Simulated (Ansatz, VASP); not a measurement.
**GaAs: VASP beside Ansatz**

```
Ga As
1.0
     0.00000    2.83320    2.87570
     2.83320    0.00000    2.87570
     2.83320    2.83320    0.00000
Ga As
1 1
Direct
  0.00000 0.00000 0.00000
  0.75000 0.75000 0.75000
```

Change from the starting cell: strain +0.0150 x Voigt [0, 0, 1, 0, 0, 0], atoms carried along.

Alike in both runs: task single point; functional r2SCAN; k mesh 8 × 8 × 8; occupations gaussian, width 0.05 eV; no spin polarisation.

|  | VASP | Ansatz |
| --- | --- | --- |
| version | VASP 6.6.1 | Ansatz 0.2.0 |
| potentials or method | VASP PAW PBE potentials, release 64 (Ga_d, As), cutoff 520 eV | scalar-relativistic, plane waves, PAW |
| valence electrons in the cell | 18 | 28 |

|  | VASP | Ansatz | Ansatz less VASP |
| --- | --- | --- | --- |
| gap on the k mesh at the Fermi level (eV) | 0.79 | 0.81 | +0.019 |
| least direct gap on the mesh (eV) | 0.79 | 0.81 | +0.019 |
| pressure (GPa) | -0.9 | -1.0 | -0.11 |
| traceless stress, the component that is largest in VASP (GPa) | -0.67 | -0.68 | -0.018 |

VASP's potentials were made for PBE, not for r2SCAN. VASP's potentials hold 18 valence electrons a cell and Ansatz's 28, so a difference there can come from the potentials and not from the codes.
